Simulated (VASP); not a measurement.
# Cd3Ir: single point with LDA

The system is Cd3Ir.

```xyz
4
Lattice="4.2167 0.0000 0.0000 0.0000 4.2167 0.0000 0.0000 0.0000 4.2167" Properties=species:S:1:pos:R:3 pbc="T T T"
Cd    0.0000    2.1084    2.1084
Cd    2.1084    0.0000    2.1084
Cd    2.1084    2.1084    0.0000
Ir    0.0000    0.0000    0.0000
```

```
Program             : VASP 6.6.1
Task                : single point
Functional          : LDA
Potentials or basis : VASP PAW LDA potentials, release 64 (Cd, Ir)
Cutoff              : 520 eV
k mesh              : 5 × 5 × 5
Occupations         : gaussian, width 0.2 eV
Spin                : no spin polarisation
```

```yaml
Pressure: -10.0 GPa
```

Levels at points of the mesh, in eV from the Fermi level:
| k point | band 18 | band 19 | band 20 | band 21 | band 22 | band 23 | band 24 | band 25 | band 26 | band 27 |
| --- | --- | --- | --- | --- | --- | --- | --- | --- | --- | --- |
| (0.00, 0.00, 0.00) | -2.11 | -0.97 | -0.97 | -0.97 | -0.22 | -0.22 | -0.22 | 3.35 | 4.43 | 4.43 |

It took 13 s on 1 thread of Intel(R) Xeon(R) Platinum 8175M CPU @ 2.50GHz (Skylake/Cascade Lake), on a shared host, peak memory 0.16 GiB.

Caveat: spin-orbit coupling is left out, which moves the levels of the heavy elements.
